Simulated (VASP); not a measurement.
Set up this calculation in VASP 6.6.1, as the native input.

| Item | Value |
| --- | --- |
| Task | single point |
| Functional | BLYP |
| Potentials or basis | VASP PAW PBE potentials, release 64 (K_sv) |
| Cutoff | 520 eV |
| k mesh | 14 × 14 × 14 |
| Occupations | fermi-dirac, width 0.1 eV |
| Spin | no spin polarisation |
| Dipole correction | no |
| Further INCAR settings | ALGO = Normal; EDIFF = 1e-07; NBANDS = 10 |

The structure of K lies in POSCAR:

```
K
1.0
   -2.7641780400      2.7641780400      2.7641780400
    2.7641780400     -2.7641780400      2.7641780400
    2.7641780400      2.7641780400     -2.7641780400
K
1
Direct
    0.0000000000      0.0000000000      0.0000000000
```

The input as run:

INCAR

```
SYSTEM = K
AGGAC = 1.0
AGGAX = 1.0
ALDAC = 0.0
ALDAX = 1.0
ALGO = Normal
EDIFF = 1E-7
ENCUT = 520
GGA = B5
ISIF = 2
ISMEAR = -1
LASPH = .True.
LCHARG = .True.
LELF = .True.
LREAL = .False.
LVHAR = .True.
LWAVE = .False.
NBANDS = 10
NELM = 60
PREC = Accurate
SIGMA = 0.1
```

KPOINTS

```
k-points
0
Gamma
  14 14 14
  0 0 0
```

Potentials or basis: VASP PAW PBE potentials, release 64 (K_sv).

Command:

```bash
$ cat potpaw_PBE.64/K_sv/POTCAR > POTCAR
$ mpirun -np 1 vasp_std > vasp.out
```

It gave:

The pressure is -0.3 GPa and the band gap on the k mesh is zero (an odd number of electrons rules out a gap without spin polarisation).

Caveat: the PAW data sets were made with another functional, which shifts forces and pressure a little.

Run time: 58 s on 1 thread of Intel(R) Xeon(R) Platinum 8488C (Sapphire Rapids), on a shared host, peak memory 0.24 GiB.
